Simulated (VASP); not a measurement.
Runs of VASP 6.6.1 on Se. The structure is that of space group Fd-3m (No. 227), or close to it. The cells are those of the table. 

```csv
cell,gap on the mesh (eV),pressure (GPa)
"a = 4.497 Å, angles 60.0°, 2 atoms",none,-3.6
"a = 4.459 Å, angles 60.0°, 2 atoms",none,-2.7
"a = 4.420 Å, angles 60.0°, 2 atoms",none,(a)
"a = 4.381 Å, angles 60.0°, 2 atoms",none,(b)
"a = 4.340 Å, angles 60.0°, 2 atoms",none,0.8
"a = 4.535 Å, angles 60.0°, 2 atoms",none,-4.3
"a = 4.299 Å, angles 60.0°, 2 atoms",none,2.3
```

Alike in all rows: task single point; level LDA; potentials or basis VASP PAW LDA potentials, release 64 (Se); no spin polarisation; k mesh 6 × 6 × 6; cutoff (eV) 520; smearing fermi-dirac 0.1 eV.

Question: Estimate the missing entries.

Answer: (a) -1.7; (b) -0.5.

A k mesh can miss the band edges, and the runs leave out spin-orbit coupling on Se.

A gap of «none» marks levels without a gap at the run's occupations.
